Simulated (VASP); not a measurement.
A run of VASP 6.6.1:

Contents of INCAR:

```
SYSTEM = Hf
ALGO     = Normal         ! electronic algorithm
EDIFF    = 1E-7           ! SCF threshold, eV
ENCUT    = 520            ! plane-wave cutoff, eV
GGA      = PS             ! functional
ISIF     = 2              ! what is computed and relaxed
ISMEAR   = 1              ! smearing method
LASPH    = .TRUE.         ! aspherical terms in the spheres
LCHARG   = .FALSE.        ! write CHGCAR
LREAL    = .FALSE.        ! projectors in reciprocal space
LWAVE    = .FALSE.        ! write WAVECAR
NBANDS   = 22             ! bands
NELM     = 60             ! most SCF steps
PREC     = Accurate       ! precision mode
SIGMA    = 0.1            ! smearing width, eV
```

File KPOINTS:

```
k-points
0
G
  8 8 11
  0 0 0
```

POSCAR

```
Hf
1.0
    4.7952199676      0.0000000000      0.0000000000
   -2.3976099838      4.1527823087      0.0000000000
    0.0000000000      0.0000000000      2.9866729366
Hf
3
Direct
    0.6666666667      0.3333333333      0.5000000000
    0.3333333333      0.6666666667      0.5000000000
    0.0000000000      0.0000000000      0.0000000000
```

Potentials or basis: VASP PAW PBE potentials, release 64 (Hf_pv).

The run is started by

```bash
$ cat potpaw_PBE.64/Hf_pv/POTCAR > POTCAR
$ mpirun -np 1 vasp_std > vasp.out
```

Hardware: 1 thread of AMD EPYC 7R43 64-Core Processor (Zen 3), with other jobs on the host.

Problem. Estimate the wall time of this run.

Solution. Wall time 61 s on 1 thread of AMD EPYC 7R43 64-Core Processor (Zen 3), with other jobs on the host, peak memory 0.18 GiB. Counts: scf iterations 15, k points 60.
